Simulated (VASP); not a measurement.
Set up this calculation in VASP 6.6.1, as the native input.

* Task: single point
* Functional: PBE
* Potentials or basis: VASP PAW PBE potentials, release 64 (Hf_pv, O)
* Cutoff: 600 eV
* k mesh: 6 × 6 × 6
* Occupations: gaussian, width 0.02 eV
* Spin: no spin polarisation
* Dipole correction: no
* Further INCAR settings: ALGO = Normal; EDIFF = 1e-06; NBANDS = 18

The structure of HfO2 (series) lies in POSCAR:

```
HfO2
1.0
    0.0000000000      2.5575000000      2.5575000000
    2.5575000000      0.0000000000      2.5575000000
    2.5575000000      2.5575000000      0.0000000000
Hf O
1 2
Direct
    0.0000000000      0.0000000000      0.0000000000
    0.2500000000      0.2500000000      0.2500000000
    0.7500000000      0.7500000000      0.7500000000
```

The input as run:

INCAR

```
PREC = Accurate ; ENCUT = 600
EDIFF = 1E-6 ; ISMEAR = 0
SIGMA = 0.02 ; LREAL = F
LASPH = T ; NELM = 120
ALGO = Normal ; ISIF = 2
LWAVE = F ; LCHARG = T
GGA = PE ; LELF = T
LVHAR = T ; NBANDS = 18
GGA_COMPAT = F
```

KPOINTS

```
Automatic mesh
0
Gamma
  6 6 6
```

Potentials or basis: VASP PAW PBE potentials, release 64 (Hf_pv, O).

Command:

```sh
$ cat potpaw_PBE.64/Hf_pv/POTCAR potpaw_PBE.64/O/POTCAR > POTCAR
$ mpirun -np 1 vasp_std > vasp.out
```

It gave:

```json
{"Pressure": "-6.2 GPa", "Band gap on the k mesh": "3.73 eV, direct"}
```

Caveat: spin-orbit coupling is left out, which moves the levels of the heavy elements.

Wall time 28 s on 1 thread of AMD EPYC 7R43 64-Core Processor (Zen 3), on a shared host, peak memory 0.14 GiB.
